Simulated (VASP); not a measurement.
Set up this calculation in VASP 6.6.1, as the native input.

- Task: single point
- Functional: PBE
- Dispersion: D3(BJ)
- Potentials or basis: VASP PAW PBE potentials, release 64 (Pb_d, O)
- Cutoff: 520 eV
- k mesh: 6 × 6 × 1
- Occupations: gaussian, width 0.02 eV
- Spin: no spin polarisation
- Dipole correction: yes
- Further INCAR settings: ALGO = Normal; EDIFF = 1e-06; NBANDS = 28

The structure of PbO lies in POSCAR:

```
PbO
1.0
    4.1190000000      0.0000000000      0.0000000000
    0.0000000000      4.1190000000      0.0000000000
    0.0000000000      0.0000000000     30.7493267952
Pb O
2 2
Direct
    0.5000000000      0.0000000000      0.4607471081
    0.0000000000      0.5000000000      0.5392528919
    0.0000000000      0.0000000000      0.5000000000
    0.5000000000      0.5000000000      0.5000000000
```

The input as run:

INCAR

```
SYSTEM = PbO
PREC = Accurate
ENCUT = 520
EDIFF = 1E-6
ISMEAR = 0
SIGMA = 0.02
LREAL = .False.
LASPH = .True.
NELM = 60
ALGO = Normal
ISIF = 2
LWAVE = .False.
LCHARG = .True.
LDIPOL = .True.
IDIPOL = 3
DIPOL = 0.5 0.5 0.500
GGA = PE
IVDW = 12
LELF = .True.
LVHAR = .True.
LVACPOTAV = .True.
NBANDS = 28
```

KPOINTS

```
regular mesh
0
Gamma
  6 6 1
  0 0 0
```

Potentials or basis: VASP PAW PBE potentials, release 64 (Pb_d, O).

Run with:

```console
$ cat potpaw_PBE.64/Pb_d/POTCAR potpaw_PBE.64/O/POTCAR > POTCAR
$ mpirun -np 1 vasp_std > vasp.out
```

Results of the run:

* Largest force: 0.539 eV/Å
* Band gap on the k mesh: 2.38 eV
* Dispersion energy per atom: -0.130 eV

Caveat: spin-orbit coupling is left out, which moves the levels of the heavy elements.

Run time: 2.5 min on 1 thread of Intel(R) Xeon(R) 6975P-C (Granite Rapids), with other jobs on the host, peak memory 0.58 GiB.
